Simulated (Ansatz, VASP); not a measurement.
One calculation of Ru, two programs

```
Ru
1.0
     2.66923    0.00000    0.00000
    -1.33462    2.31162    0.00000
     0.00000    0.00000    4.22403
Ru
2
Direct
  0.66667 0.33333 0.75000
  0.33333 0.66667 0.25000
```

Alike in both runs: task single point; functional BLYP; dispersion D4; k mesh 11 × 11 × 6; occupations fermi-dirac, width 0.05 eV; no spin polarisation.

|  | VASP | Ansatz |
| --- | --- | --- |
| version | VASP 6.6.1 | Ansatz 0.2.0 |
| potentials or method | VASP PAW PBE potentials, release 64 (Ru_sv) | Ansatz PAW |
| plane-wave cutoff (eV) | 560 | 420 |
| valence electrons in the cell | 32 | 32 |

Ansatz gave:

* gap on the k mesh at the Fermi level (eV): none
* pressure (GPa): 22.0
* traceless stress, the component that is largest in VASP (GPa): 0.63

Task: Which values does VASP return?

Result: gap on the k mesh at the Fermi level (eV): none; pressure (GPa): 22.4; traceless stress, the component that is largest in VASP (GPa): 0.65.

VASP's potentials were made for PBE, not for BLYP. A gap of «none» marks a metal or a gap that the smearing closes.
